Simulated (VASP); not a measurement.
# Be3SnSe (Pm-3m) in VASP: vibrations by perturbation theory with LDA

Aim: the vibrations by perturbation theory of Be3SnSe with LDA.

All numbers are computed with VASP 6.6.1; they aren't measurements. Logs are shortened: lines on timing, memory, paths and dates and some standing lists are left out, and cuts for length are marked.

### 1 The cell of the first run

It takes space group Pm-3m (No. 221, cubic). Conventional cell: a = 4.204 Å, b = 4.204 Å, c = 4.204 Å, α = 90.00°, β = 90.00°, γ = 90.00°. Within 3.9 Å of Sn (site symmetry m-3m) lie 12 Be at 2.97 Å and 8 Se at 3.64 Å. Within 2.8 Å of Se (site symmetry m-3m) lie 6 Be at 2.10 Å. Be (site symmetry 4/mmm) has 2 Se at 2.10 Å within 2.8 Å.

### 2 Vibrations by perturbation theory, LDA

File INCAR:

```
PREC = Accurate ; ENCUT = 520
EDIFF = 1E-8 ; ISMEAR = -1
SIGMA = 0.15 ; LREAL = False
LASPH = True ; NELM = 100
ALGO = Normal ; ISIF = 2
LWAVE = False ; LCHARG = False
IBRION = 8 ; NSW = 1
```

File KPOINTS:

```
Automatic mesh
0
Gamma
  8 8 8
```

File POSCAR:

```
Be3SnSe
1.0
    4.2039000000      0.0000000000      0.0000000000
    0.0000000000      4.2039000000      0.0000000000
    0.0000000000      0.0000000000      4.2039000000
Sn Se Be
1 1 3
Direct
    0.0000000000      0.0000000000      0.0000000000
    0.5000000000      0.5000000000      0.5000000000
    0.5000000000      0.5000000000      0.0000000000
    0.5000000000      0.0000000000      0.5000000000
    0.0000000000      0.5000000000      0.5000000000
```

Potentials or basis: VASP PAW LDA potentials, release 64 (Sn_d, Se, Be).

Run with:

```
cat potpaw_LDA.64/Sn_d/POTCAR potpaw_LDA.64/Se/POTCAR potpaw_LDA.64/Be/POTCAR > POTCAR
mpirun -np 1 vasp_std > vasp.out
```

OUTCAR:

```text
PREC = Accurate
   ENCUT = 520
   EDIFF = 1E-8
   ISMEAR = -1
   LREAL = False
   LASPH = True
   NELM = 100
   ISIF = 2
   IBRION = 8
   NSW = 1

 ion  position               nearest neighbor table
   1  0.000  0.000  0.000-   3 2.97   4 2.97   5 2.97   4 2.97   5 2.97   3 2.97   5 2.97   5 2.97
                             3 2.97   4 2.97   4 2.97   3 2.97
   2  0.500  0.500  0.500-   3 2.10   4 2.10   5 2.10   3 2.10   4 2.10   5 2.10
   3  0.500  0.500  0.000-   2 2.10   2 2.10   1 2.97   1 2.97   1 2.97   1 2.97
   4  0.500  0.000  0.500-   2 2.10   2 2.10   1 2.97   1 2.97   1 2.97   1 2.97
   5  0.000  0.500  0.500-   2 2.10   2 2.10   1 2.97   1 2.97   1 2.97   1 2.97

  LATTYP: Found a simple cubic cell.
 ALAT       =     4.2039000000

  Lattice vectors:

 A1 = (   4.2039000000,   0.0000000000,   0.0000000000)
 A2 = (   0.0000000000,   4.2039000000,   0.0000000000)
 A3 = (   0.0000000000,   0.0000000000,   4.2039000000)

Analysis of symmetry for initial positions (statically):
=====================================================================
 Subroutine PRICEL returns:
 Original cell was already a primitive cell.

 Routine SETGRP: Setting up the symmetry group for a
 simple cubic supercell.

 Subroutine GETGRP returns: Found 48 space group operations
 (whereof 48 operations were pure point group operations)
 out of a pool of 48 trial point group operations.

The static configuration has the point symmetry O_h .

Analysis of symmetry for dynamics (positions and initial velocities):
=====================================================================
 Subroutine PRICEL returns:
 Original cell was already a primitive cell.

 Routine SETGRP: Setting up the symmetry group for a
 simple cubic supercell.

 Subroutine GETGRP returns: Found 48 space group operations
 (whereof 48 operations were pure point group operations)
 out of a pool of 48 trial point group operations.

The dynamic configuration has the point symmetry O_h .

 Subroutine INISYM returns: Found 48 space group operations
 (whereof 48 operations are pure point group operations),
 and found     1 'primitive' translations

----------------------------------------------------------------------------------------

                                     Primitive cell

  volume of cell :      74.2946

  direct lattice vectors                    reciprocal lattice vectors
     4.203900000  0.000000000  0.000000000     0.237874355  0.000000000  0.000000000
     0.000000000  4.203900000  0.000000000     0.000000000  0.237874355  0.000000000
     0.000000000  0.000000000  4.203900000     0.000000000  0.000000000  0.237874355

  length of vectors
     4.203900000  4.203900000  4.203900000     0.237874355  0.237874355  0.237874355

  position of ions in fractional coordinates (direct lattice)
     0.000000000  0.000000000  0.000000000
     0.500000000  0.500000000  0.500000000
[... 626 lines left out ...]
  --------------------------------------------------------------------------------------
  -------------------------------------------------------------------------------------
  Total        3.0812851      3.0812851      3.0812851      0.0000000      0.0000000     -0.0000000
  in kB       66.4485227     66.4485227     66.4485227      0.0000000      0.0000000     -0.0000000
  external PRESSURE =      66.4485227 kB  Pullay stress =       0.0000000 kB

 VOLUME and BASIS-vectors are now :
 -----------------------------------------------------------------------------
  energy-cutoff  :      520.00
  volume of cell :       74.29
      direct lattice vectors                 reciprocal lattice vectors
     4.203900000  0.000000000  0.000000000     0.237874355  0.000000000  0.000000000
     0.000000000  4.203900000  0.000000000     0.000000000  0.237874355  0.000000000
     0.000000000  0.000000000  4.203900000     0.000000000  0.000000000  0.237874355

 POSITION                                       TOTAL-FORCE (eV/Angst)
 -----------------------------------------------------------------------------------
      0.00000      0.00000      0.00000         0.000000      0.000000      0.000000
      2.10195      2.10195      2.10195         0.000000      0.000000      0.000000
      2.10195      2.10195      0.00000         0.000000      0.000000      0.000000
      2.10195      0.00000      2.10195         0.000000      0.000000      0.000000
      0.00000      2.10195      2.10195         0.000000      0.000000      0.000000
 -----------------------------------------------------------------------------------
    total drift:                                0.000000      0.000000      0.000000

  FREE ENERGIE OF THE ION-ELECTRON SYSTEM (eV)
  ---------------------------------------------------
  free  energy   TOTEN  =       -17.2418248249 eV

  energy  without entropy=      -17.0801631213  energy(sigma->0) =      -17.16099397

[... ionic steps 2 to 9 ...]

--------------------------------------- Ionic step       10  -------------------------------------------

------------------------ aborting loop because EDIFF is reached ----------------------------------------

[... ionic steps 11 to 11 ...]

--------------------------------------- Ionic step       12  -------------------------------------------

 Free energy of the ion-electron system (eV)
  ---------------------------------------------------
  ---------------------------------------------------
  free energy    TOTEN  =        -0.01111320 eV

  energy without entropy =       -0.01111322

------------------------ aborting loop because EDIFF is reached ----------------------------------------

 INTERNAL STRAIN TENSOR  FOR ION    3  DIRECTION 3   (eV/Angst):
 -----------------------------------------------------------------------------
     0.01408  0.00000 -0.00000
     0.00000  0.01408  0.00000
    -0.00000  0.00000 -0.01766

 INTERNAL STRAIN TENSOR FOR ION    5 for displacements in x,y,z  (eV/Angst):
          X           Y           Z          XY          YZ          ZX
  --------------------------------------------------------------------------------
  x     0.00000     0.00000     0.00000     0.00000     0.00000     0.00000
  y     0.00000     0.00000     0.00000     0.00000     0.00000     0.00000
  z     0.00000     0.00000     0.00000     0.00000     0.00000     0.00000

 SECOND DERIVATIVES (NOT SYMMETRIZED)
 ------------------------------------
               1X          1Y          1Z          2X          2Y          2Z          3X          3Y          3Z          4X          4Y          4Z          5X          5Y          5Z
  1X    -1.326116    0.000000   -0.000000    1.787153    0.000000    0.000000   -0.262626    0.000000    0.000000   -0.262626   -0.000000   -0.000000    0.064214    0.000000    0.000000
  1Y     0.000000   -1.326116   -0.000000    0.000000    1.787153    0.000000    0.000000   -0.262626   -0.000000    0.000000    0.064214    0.000000    0.000000   -0.262626    0.000000
  1Z    -0.000000   -0.000000   -1.326116    0.000000    0.000000    1.787153    0.000000    0.000000    0.064214    0.000000    0.000000   -0.262626    0.000000    0.000000   -0.262626
  2X     1.792147   -0.000000   -0.000000   -8.938156    0.000000   -0.000000   -3.867119    0.000000   -0.000000   -3.867119   -0.000000   -0.000000   14.880246    0.000000   -0.000000
  2Y    -0.000000    1.792147   -0.000000    0.000000   -8.938156   -0.000000    0.000000   -3.867119    0.000000    0.000000   14.880246   -0.000000   -0.000000   -3.867119   -0.000000
  2Z    -0.000000   -0.000000    1.792147   -0.000000   -0.000000   -8.938156    0.000000    0.000000   14.880246   -0.000000   -0.000000   -3.867119    0.000000   -0.000000   -3.867119
  3X    -0.259467    0.000000    0.000000   -3.868878    0.000000    0.000000    4.983996    0.000000    0.000000   -0.601487    0.000000    0.000000   -0.254163    0.000000    0.000000
  3Y     0.000000   -0.259467    0.000000    0.000000   -3.868878    0.000000    0.000000    4.983996    0.000000    0.000000   -0.254163    0.000000    0.000000   -0.601487    0.000000
  3Z     0.000000    0.000000    0.067801    0.000000    0.000000   14.879124    0.000000    0.000000  -14.438454    0.000000   -0.000000   -0.254236   -0.000000    0.000000   -0.254236
  4X    -0.259467    0.000000    0.000000   -3.868878    0.000000    0.000000   -0.601487    0.000000    0.000000    4.983996    0.000000    0.000000   -0.254163    0.000000    0.000000
  4Y    -0.000000    0.067801   -0.000000   -0.000000   14.879124    0.000000   -0.000000   -0.254236    0.000000   -0.000000  -14.438454   -0.000000    0.000000   -0.254236    0.000000
  4Z     0.000000    0.000000   -0.259467    0.000000    0.000000   -3.868878    0.000000    0.000000   -0.254163    0.000000    0.000000    4.983996    0.000000    0.000000   -0.601487
  5X     0.067801   -0.000000    0.000000   14.879124   -0.000000   -0.000000   -0.254236   -0.000000    0.000000   -0.254236    0.000000   -0.000000  -14.438454   -0.000000   -0.000000
  5Y     0.000000   -0.259467    0.000000    0.000000   -3.868878    0.000000    0.000000   -0.601487    0.000000    0.000000   -0.254163    0.000000    0.000000    4.983996    0.000000
  5Z     0.000000    0.000000   -0.259467    0.000000    0.000000   -3.868878    0.000000    0.000000   -0.254163    0.000000    0.000000   -0.601487    0.000000    0.000000    4.983996

 Eigenvectors and eigenvalues of the dynamical matrix
 ----------------------------------------------------

   1 f  =   20.904690 THz   131.348039 2PiTHz  697.305387 cm-1    86.454811 meV
             X         Y         Z           dx          dy          dz
      0.000000  0.000000  0.000000    -0.000036   -0.002147    0.000000
      2.101950  2.101950  2.101950     0.005347    0.317233   -0.000000
      2.101950  2.101950  0.000000     0.000143    0.008459    0.000000
      2.101950  0.000000  2.101950     0.000143   -0.948120   -0.000000
      0.000000  2.101950  2.101950    -0.015982    0.008459    0.000000
[... 105 lines left out ...]
  15 f/i=   12.306836 THz    77.326130 2PiTHz  410.511855 cm-1    50.896960 meV
             X         Y         Z           dx          dy          dz
      0.000000  0.000000  0.000000    -0.000000   -0.000000    0.000000
      2.101950  2.101950  2.101950    -0.000000   -0.000000    0.000000
      2.101950  2.101950  0.000000    -0.051422   -0.703621    0.000000
      2.101950  0.000000  2.101950     0.051422   -0.000000   -0.047685
      0.000000  2.101950  2.101950    -0.000000    0.703621    0.047685

--------------------------------------------------------------------------------------------------------

 ELASTIC MODULI CONTR FROM IONIC RELAXATION (kBar)
 Direction    XX          YY          ZZ          XY          YZ          ZX
 --------------------------------------------------------------------------------
 XX           0.0000      0.0000      0.0000      0.0000      0.0000      0.0000
 YY           0.0000      0.0000      0.0000      0.0000      0.0000      0.0000
 ZZ           0.0000      0.0000      0.0000      0.0000      0.0000      0.0000
 XY           0.0000      0.0000      0.0000      0.0000      0.0000      0.0000
 YZ           0.0000      0.0000      0.0000      0.0000      0.0000      0.0000
 ZX           0.0000      0.0000      0.0000      0.0000      0.0000      0.0000
 --------------------------------------------------------------------------------
```

Wall time 11 min (1 thread of Intel Xeon Platinum 8259CL at 2.50GHz (Skylake/Cascade Lake), shared host); peak memory 0.51 GiB.

Results:

```
Highest phonon frequency at Γ, LO-TO splitting left out : 697 cm⁻¹
Most unstable mode                                      : 411i cm⁻¹
```

Phonon frequencies in cm⁻¹ (negative: imaginary):
```csv
q point,frequencies
"(0.000, 0.000, 0.000)",-411 -411 -411 -395 -395 -395 0 0 0 82 82 82 697 697 697
```

Caveat: the cell stands under pressure or tension, which shifts response properties; some modes are imaginary; spin-orbit coupling is left out, which moves the levels of the heavy elements.
